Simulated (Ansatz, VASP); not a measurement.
## One calculation of Pd, two programs

Contents of INCAR:

```
  ALGO = Normal
  EDIFF = 1E-7
  EDIFFG = -0.005
  ENCUT = 600
  GGA = PE
  IBRION = 2
  ISIF = 3
  ISMEAR = 1
  LASPH = T
  LCHARG = F
  LREAL = F
  LWAVE = F
  NELM = 80
  NSW = 80
  PREC = Accurate
  SIGMA = 0.1
```

KPOINTS

```
k-points
0
Gamma
  20 20 20
```

File POSCAR:

```
Pd
1.0
    0.0000000000      1.9600000000      1.9600000000
    1.9600000000      0.0000000000      1.9600000000
    1.9600000000      1.9600000000      0.0000000000
Pd
1
Direct
    0.0000000000      0.0000000000      0.0000000000
```

Input for Ansatz:

```yaml
crystal:
  lattice:
    - [0.0, 1.96, 1.96]
    - [1.96, 0.0, 1.96]
    - [1.96, 1.96, 0.0]
  atoms:
    - { symbol: Pd, position: [0.0, 0.0, 0.0] }
scf:
  occupations: { method: methfessel_paxton, width: 0.1 }
output:
  forces: true
  stress: true
  eigenvalues: true
hamiltonian:
  xc: pbe
kpoints:
  mp_grid: { grid: [20, 20, 20] }
relax:
  f_tol: 0.005
  adjacent_minimum: "off"
  cell: { stress_tol: 0.02 }
```

Alike in both runs: task relaxation of cell and atoms; functional PBE; k mesh 20 × 20 × 20; occupations methfessel-paxton of order 1, width 0.1 eV; no spin polarisation.

|  | VASP | Ansatz |
| --- | --- | --- |
| version | VASP 6.6.1 | Ansatz 0.2.0 |
| potentials or method | VASP PAW PBE potentials, release 64 (Pd) | scalar-relativistic, plane waves, PAW |
| plane-wave cutoff (eV) | 600 | 420 |
| valence electrons in the cell | 10 | 18 |

```tsv
	VASP	Ansatz	Ansatz less VASP
gap on the k mesh at the Fermi level, each at its own relaxed structure (eV)	none	none	-
relaxed volume (Å³/atom)	15.27	15.31	+0.032
relaxed cell length with the largest relative difference (Å)	2.785	2.787	+0.0019
```

A gap of «none» marks a metal or a gap that the smearing closes. VASP's potentials hold 10 valence electrons a cell and Ansatz's 18, so a difference there can come from the potentials and not from the codes.
